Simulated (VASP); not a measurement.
# SnO: single point with PBE+D3(BJ)

Slab: SnO, a slab with vacuum.

```
Sn O
1.0
     3.82065    0.00001    0.00000
    -0.00001    3.82065    0.00000
     0.00000    0.00000   30.63443
Sn O
2 2
Direct
  0.99985 0.99985 0.46142
  0.49985 0.49985 0.53858
  0.99985 0.49985 0.50000
  0.49985 0.99985 0.50000
```

```json
{"Program": "VASP 6.6.1", "Task": "single point", "Functional": "PBE", "Dispersion": "D3(BJ)", "Potentials or basis": "VASP PAW PBE potentials, release 64 (Sn_d, O)", "Cutoff": "520 eV", "k mesh": "6 × 6 × 1", "Occupations": "gaussian, width 0.02 eV", "Spin": "no spin polarisation"}
```

| Property | Result |
| --- | --- |
| Largest force | 0.086 eV/Å |
| Band gap on the k mesh | 3.09 eV, indirect (least direct gap 3.14 eV) |
| Dispersion energy per atom | -0.137 eV |

Forces on the atoms (eV/Å):
```
Sn   0.000  0.000 -0.086
Sn   0.000  0.000  0.086
O    0.000  0.000  0.000
O    0.000  0.000  0.000
```

Levels at points of the mesh, in eV from the valence-band top:
```
           k point  band 17  band 18  band 19  band 20  band 21  band 22  band 23  band 24
(0.00, 0.00, 0.00)    -2.08    -1.67    -1.67    -0.05     3.09     3.16     5.21     5.28
(0.50, 0.00, 0.00)    -3.30    -3.30    -0.52    -0.52     3.21     3.21     5.79     5.79
(0.50, 0.50, 0.00)    -1.03    -1.03    -0.67    -0.67     3.12     3.12     5.23     5.23
```

It took 120 s on 1 thread of Intel(R) Xeon(R) Platinum 8488C (Sapphire Rapids) (shared host), peak memory 0.47 GiB.

Caveat: spin-orbit coupling is left out, which moves the levels of the heavy elements.
